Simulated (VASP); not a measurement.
# Br (Pm-3n) in VASP: further runs

Br is run at these levels: PBE; tasks: relaxation of cell and atoms, single point.

Program: VASP 6.6.1. These are calculated values, not measurements. Logs are shortened: lines on timing, memory, paths and dates and some standing lists are left out, and cuts for length are marked.

### Step 1. The cell of the first run

The structure is cubic, space group Pm-3n (No. 223). Conventional cell: a = 6.356 Å, b = 6.356 Å, c = 6.356 Å, α = 90.00°, β = 90.00°, γ = 90.00°. Within 4.7 Å of Br (site symmetry m-3) lie 12 Br at 3.55 Å. Within 4.2 Å of Br (site symmetry -4m2) lie 14 Br at 3.18 to 3.89 Å.

### Step 2. Relaxation of cell and atoms, PBE

INCAR

```
  PREC = Accurate
  ENCUT = 600
  EDIFF = 1E-7
  ISMEAR = 0
  SIGMA = 0.1
  LREAL = False
  LASPH = True
  NELM = 80
  ALGO = Normal
  ISIF = 3
  LWAVE = False
  LCHARG = False
  GGA = PE
  IBRION = 2
  NSW = 100
  EDIFFG = -0.01
```

KPOINTS

```
regular mesh
0
Gamma
  6 6 6
```

POSCAR

```
Br
1.0
    6.3564315107      0.0000000000      0.0000000000
    0.0000000000      6.3564315107      0.0000000000
    0.0000000000      0.0000000000      6.3564315107
Br
8
Direct
    0.5000000000      0.5000000000      0.5000000000
    0.0000000000      0.0000000000      0.0000000000
    0.2500000000      0.0000000000      0.5000000000
    0.5000000000      0.2500000000      0.0000000000
    0.5000000000      0.7500000000      0.0000000000
    0.7500000000      0.0000000000      0.5000000000
    0.0000000000      0.5000000000      0.7500000000
    0.0000000000      0.5000000000      0.2500000000
```

Potentials or basis: VASP PAW PBE potentials, release 64 (Br).

Started as:

```sh
$ cat potpaw_PBE.64/Br/POTCAR > POTCAR
$ mpirun -np 1 vasp_std > vasp.out
```

OUTCAR:

```text
PREC = Accurate
   ENCUT = 600
   EDIFF = 1E-7
   ISMEAR = 0
   LREAL = False
   LASPH = True
   NELM = 80
   ISIF = 3
   GGA = PE
   IBRION = 2
   NSW = 100
   EDIFFG = -0.01

 ion  position               nearest neighbor table
   1  0.500  0.500  0.500-
   2  0.000  0.000  0.000-
   3  0.250  0.000  0.500-
   4  0.500  0.250  0.000-
   5  0.500  0.750  0.000-
   6  0.750  0.000  0.500-
   7  0.000  0.500  0.750-
   8  0.000  0.500  0.250-

  LATTYP: Found a simple cubic cell.
 ALAT       =     6.3564315107

  Lattice vectors:

 A1 = (   6.3564315107,   0.0000000000,   0.0000000000)
 A2 = (   0.0000000000,   6.3564315107,   0.0000000000)
 A3 = (   0.0000000000,   0.0000000000,   6.3564315107)

Analysis of symmetry for initial positions (statically):
=====================================================================
 Subroutine PRICEL returns:
 Original cell was already a primitive cell.

 Routine SETGRP: Setting up the symmetry group for a
 simple cubic supercell.

 Subroutine GETGRP returns: Found 48 space group operations
 (whereof 24 operations were pure point group operations)
 out of a pool of 48 trial point group operations.

The static configuration has the point symmetry T_h .
 The point group associated with its full space group is O_h .

Analysis of symmetry for dynamics (positions and initial velocities):
=====================================================================
 Subroutine PRICEL returns:
 Original cell was already a primitive cell.

 Routine SETGRP: Setting up the symmetry group for a
 simple cubic supercell.

 Subroutine GETGRP returns: Found 48 space group operations
 (whereof 24 operations were pure point group operations)
 out of a pool of 48 trial point group operations.

The dynamic configuration has the point symmetry T_h .
 The point group associated with its full space group is O_h .

 Subroutine INISYM returns: Found 48 space group operations
 (whereof 24 operations are pure point group operations),
 and found     1 'primitive' translations

----------------------------------------------------------------------------------------

                                     Primitive cell

  volume of cell :     256.8267

  direct lattice vectors                    reciprocal lattice vectors
     6.356431511  0.000000000  0.000000000     0.157320975  0.000000000  0.000000000
     0.000000000  6.356431511  0.000000000     0.000000000  0.157320975  0.000000000
     0.000000000  0.000000000  6.356431511     0.000000000  0.000000000  0.157320975

  length of vectors
     6.356431511  6.356431511  6.356431511     0.157320975  0.157320975  0.157320975

  position of ions in fractional coordinates (direct lattice)
     0.500000000  0.500000000  0.500000000
     0.000000000  0.000000000  0.000000000
     0.250000000  0.000000000  0.500000000
     0.500000000  0.250000000  0.000000000
     0.500000000  0.750000000  0.000000000
     0.750000000  0.000000000  0.500000000
     0.000000000  0.500000000  0.750000000
     0.000000000  0.500000000  0.250000000

  ion indices of the primitive-cell ions
   primitive index   ion index
                 1           1
                 2           2
                 3           3
                 4           4
                 5           5
                 6           6
                 7           7
                 8           8

----------------------------------------------------------------------------------------

 KPOINTS: regular mesh

Automatic generation of k-mesh.
 Grid dimensions read from file:
 generate k-points for:    6    6    6

 Generating k-lattice:

  Cartesian coordinates                     Fractional coordinates (reciprocal lattice)
     0.026220162  0.000000000  0.000000000     0.166666667  0.000000000  0.000000000
     0.000000000  0.026220162  0.000000000     0.000000000  0.166666667  0.000000000
     0.000000000  0.000000000  0.026220162     0.000000000  0.000000000  0.166666667

  Length of vectors
     0.026220162  0.026220162  0.026220162

  Shift w.r.t. Gamma in fractional coordinates (k-lattice)
     0.000000000  0.000000000  0.000000000

 Subroutine IBZKPT returns following result:
 ===========================================

 Found     20 irreducible k-points:

 Following reciprocal coordinates:
            Coordinates               Weight
  0.000000  0.000000  0.000000      1.000000
  0.166667  0.000000  0.000000      6.000000
  0.333333  0.000000  0.000000      6.000000
  0.500000  0.000000  0.000000      3.000000
  0.166667  0.166667  0.000000     12.000000
  0.333333  0.166667  0.000000     24.000000
[... 12 lines left out ...]
  0.500000  0.500000  0.333333      6.000000
  0.500000  0.500000  0.500000      1.000000
   k-points           NKPTS =     20   k-points in BZ     NKDIM =     20   number of bands    NBANDS=     33
   number of dos      NEDOS =    301   number of ions     NIONS =      8
   total plane-waves  NPLWV = 157464
   dimension x,y,z NGX =    54 NGY =   54 NGZ =   54
   dimension x,y,z NGXF=   108 NGYF=  108 NGZF=  108
   ions per type =               8
   NGX,Y,Z   is equivalent  to a cutoff of  14.12, 14.12, 14.12 a.u.
   NGXF,Y,Z  is equivalent  to a cutoff of  28.25, 28.25, 28.25 a.u.
 SYSTEM =  unknown system
   PREC   = accura    normal or accurate (medium, high low for compatibility)
   ISTART =      0    job   : 0-new  1-cont  2-samecut
   ICHARG =      2    charge: 1-file 2-atom 10-const
   ISPIN  =      1    spin polarized calculation?
   LNONCOLLINEAR =      F non collinear calculations
   LSORBIT =      F    spin-orbit coupling
   LASPH  =      T    aspherical Exc in radial PAW
   ENCUT  =  600.0 eV  44.10 Ry    6.64 a.u.  12.70 12.70 12.70*2*pi/ulx,y,z
   NELM   =     80;   NELMIN=  2; NELMDL= -5     # of ELM steps
   EDIFF  = 0.1E-06   stopping-criterion for ELM
   LREAL  =      F    real-space projection
   EDIFFG = -.1E-01   stopping-criterion for IOM
   NSW    =    100    number of steps for IOM
   IBRION =      2    ionic relax: 0-MD 1-quasi-New 2-CG
   NFREE  =      1    steps in history (QN), initial steepest desc. (CG)
   ISIF   =      3    stress and relaxation
   ISYM   =      2    0-nonsym 1-usesym 2-fastsym
   POTIM  = 0.5000    time-step for ionic-motion
   TEBEG  =    0.0;   TEEND  =   0.0 temperature during run
   PSTRESS=    0.0 pullay stress
   NELECT =      56.0000    total number of electrons
   NUPDOWN=      -1.0000    fix difference up-down
   EMIN   =  10.00;   EMAX   =-10.00  energy-range for DOS
   EFERMI =   0.00;   METHOD = LEGACY
   ISMEAR =     0;   SIGMA  =   0.10  broadening in eV -4-tet -1-fermi 0-gaus
   EFERMI_NEDOS =   21; number of points for ismear=-14 and -15
   IALGO  =     38    algorithm
   IMIX   =      4    mixing-type and parameters
     AMIX     =   0.40;   BMIX     =  1.00
     AMIX_MAG =   1.60;   BMIX_MAG =  1.00
  volume/ion in A,a.u.               =      32.10       216.64
  Fermi-wavevector in a.u.,A,eV,Ry     =   0.985351  1.862043 13.210112  0.970916
  Thomas-Fermi vector in A             =   2.116651
   LORBIT       =      0    0 simple, 1 ext, 2 COOP (PROOUT), +10 PAW based schemes
   GGA     = PE    functional components
   LHFCALC =     F    Hartree Fock is set to
   AEXX    =    0.0000 exact exchange contribution
   IVDW    =     0    specifies the selected vdW correction
   LEPSILON=     F    determine dielectric tensor
   LRPA    =     F    only Hartree local field effects (RPA)
 conjugate gradient relaxation of ions
 non-spin polarized calculation
 Gauss-broadening in eV      SIGMA  =   0.10
  energy-cutoff  :      600.00
  volume of cell :      256.83
 maximum number of plane-waves:      8608
 NGX is ok and might be reduce to    54
   NGX = 25   NGY = 25   NGZ = 25

--------------------------------------- Ionic step        1  -------------------------------------------

 number of electron      55.9999983 magnetization

 Free energy of the ion-electron system (eV)
  ---------------------------------------------------
  ext. energy  EPLUGINS =         0.00000000
  ---------------------------------------------------
  free energy    TOTEN  =        -7.92525461 eV

  energy without entropy =       -7.82637215  energy(sigma->0) =       -7.87581338

 E-fermi :  -0.3596     XC(G=0):  -8.3884

 val. band max:       -0.3614339858   @ k =   0.5000   0.1667   0.0000
 cond. band min:      -0.3593429032   @ k =   0.1667   0.1667   0.1667
 fundamental gap:      0.0020910826
 Fermi energy:        -0.3596260674

 k-point     1 :       0.0000    0.0000    0.0000
  band No.  band energies     occupation
      1     -14.6494      2.00000
      2     -13.9927      2.00000
      3     -13.9927      2.00000
      4     -13.8824      2.00000
      5     -13.5568      2.00000
      6     -13.3934      2.00000
[... 25 lines left out ...]
     32       0.6403      0.00000
     33       6.6647      0.00000
[... 830 lines left out ...]
 POSITION                                       TOTAL-FORCE (eV/Angst)
 -----------------------------------------------------------------------------------
      2.97736      2.97736      2.97736         0.000000      0.000000      0.000000
      5.95472      5.95472      5.95472         0.000000      0.000000      0.000000
      1.48868      0.00000      2.97736        -0.000000     -0.000000     -0.000000
      2.97736      1.48868      0.00000        -0.000000     -0.000000     -0.000000
      2.97736      4.46604      5.95472         0.000000      0.000000      0.000000
      4.46604     -0.00000      2.97736         0.000000     -0.000000     -0.000000
      5.95472      2.97736      4.46604        -0.000000      0.000000     -0.000000
      5.95472      2.97736      1.48868         0.000000     -0.000000      0.000000
 -----------------------------------------------------------------------------------
    total drift:                                0.000000      0.000000      0.000000

  FREE ENERGIE OF THE ION-ELECTRON SYSTEM (eV)
  ---------------------------------------------------
  free  energy   TOTEN  =        -8.5062842715 eV

  energy  without entropy=       -8.4285171723  energy(sigma->0) =       -8.46740072

--------------------------------------- Ionic step        5  -------------------------------------------

 number of electron      55.9999991 magnetization

 Free energy of the ion-electron system (eV)
  ---------------------------------------------------
  ext. energy  EPLUGINS =         0.00000000
  ---------------------------------------------------
  free energy    TOTEN  =        -8.50636404 eV

  energy without entropy =       -8.42822982  energy(sigma->0) =       -8.46729693

 E-fermi :   1.4584     XC(G=0):  -9.2728

 val. band max:        1.4577906146   @ k =   0.3333   0.1667   0.0000
 cond. band min:       1.4595188380   @ k =   0.1667   0.1667   0.1667
 fundamental gap:      0.0017282234
 Fermi energy:         1.4584182552

 k-point     1 :       0.0000    0.0000    0.0000
  band No.  band energies     occupation
      1     -13.8331      2.00000
      2     -12.7594      2.00000
      3     -12.7594      2.00000
      4     -12.5489      2.00000
      5     -12.0026      2.00000
      6     -11.8379      2.00000
[... 25 lines left out ...]
     32       2.8775      0.00000
     33       9.1217      0.00000
[... 695 lines left out ...]
 VOLUME and BASIS-vectors are now :
 -----------------------------------------------------------------------------
  energy-cutoff  :      600.00
  volume of cell :      212.00
      direct lattice vectors                 reciprocal lattice vectors
     5.962749914 -0.000000000  0.000000000     0.167707855  0.000000000 -0.000000000
    -0.000000000  5.962749914 -0.000000000     0.000000000  0.167707855 -0.000000000
     0.000000000  0.000000000  5.962749914    -0.000000000  0.000000000  0.167707855

 POSITION                                       TOTAL-FORCE (eV/Angst)
 -----------------------------------------------------------------------------------
      2.98137      2.98137      2.98137         0.000000      0.000000     -0.000000
      0.00000      0.00000      0.00000         0.000000      0.000000     -0.000000
      1.49069      0.00000      2.98137        -0.000000      0.000000     -0.000000
      2.98137      1.49069      0.00000        -0.000000      0.000000     -0.000000
      2.98137      4.47206     -0.00000         0.000000     -0.000000      0.000000
      4.47206     -0.00000      2.98137         0.000000     -0.000000      0.000000
     -0.00000      2.98137      4.47206         0.000000      0.000000     -0.000000
     -0.00000      2.98137      1.49069        -0.000000     -0.000000      0.000000
 -----------------------------------------------------------------------------------
    total drift:                                0.000000      0.000000     -0.000000

  FREE ENERGIE OF THE ION-ELECTRON SYSTEM (eV)
  ---------------------------------------------------
  free  energy   TOTEN  =        -8.5063640353 eV

  energy  without entropy=       -8.4282298221  energy(sigma->0) =       -8.46729693

 reached required accuracy - stopping structural energy minimisation
```

Run time: 6.7 min. Hardware: 1 thread of Intel Xeon 6975P-C (Granite Rapids), shared host; peak memory 0.48 GiB.

What came out:

- Free energy: -8.5064 eV
- Relaxed volume: 26.50 Å³/atom
- Relaxed cell: a = 5.963 Å, b = 5.963 Å, c = 5.963 Å, α = 90.00°, β = 90.00°, γ = 90.00°
- Space group after relaxing (to 0.1 Å): Pm-3n (No. 223)
- Energy gained by relaxing: 72.6 meV/atom
- Ionic steps: 5
- Pressure after relaxing: 0.0 GPa
- Band gap on the k mesh: zero (bands 28 and 29 overlap by 0.81 eV)

Step by step:
| step | energy change (eV) | largest force (eV/Å) | pressure (GPa) | volume (Å³) |
| --- | --- | --- | --- | --- |
| 1 | 0.0000 | 0.0000 | -3.32 | 256.83 |
| 2 | -0.4222 | 0.0000 | -2.16 | 232.88 |
| 3 | -0.5781 | 0.0000 | -0.36 | 214.38 |
| 4 | -0.5810 | 0.0000 | 0.07 | 211.15 |
| 5 | -0.5811 | 0.0000 | -0.04 | 212.00 |

Final structure:
```cif
data_structure
_symmetry_space_group_name_H-M 'P 1'
_symmetry_Int_Tables_number 1
_cell_length_a 5.9627
_cell_length_b 5.9627
_cell_length_c 5.9627
_cell_angle_alpha 90.000
_cell_angle_beta 90.000
_cell_angle_gamma 90.000
_cell_volume 212.00
loop_
_atom_site_label
_atom_site_type_symbol
_atom_site_fract_x
_atom_site_fract_y
_atom_site_fract_z
_atom_site_occupancy
Br1 Br 0.50000 0.50000 0.50000 1
Br2 Br 0.00000 0.00000 0.00000 1
Br3 Br 0.25000 0.00000 0.50000 1
Br4 Br 0.50000 0.25000 0.00000 1
Br5 Br 0.50000 0.75000 0.00000 1
Br6 Br 0.75000 0.00000 0.50000 1
Br7 Br 0.00000 0.50000 0.75000 1
Br8 Br 0.00000 0.50000 0.25000 1
```

Caveat: the volume moved by over 15 % at a fixed basis, so the end points are rough.

(Continued in part 2 of 3.)

The gap in the log of VASP goes by the Fermi energy; the results here count the filled bands.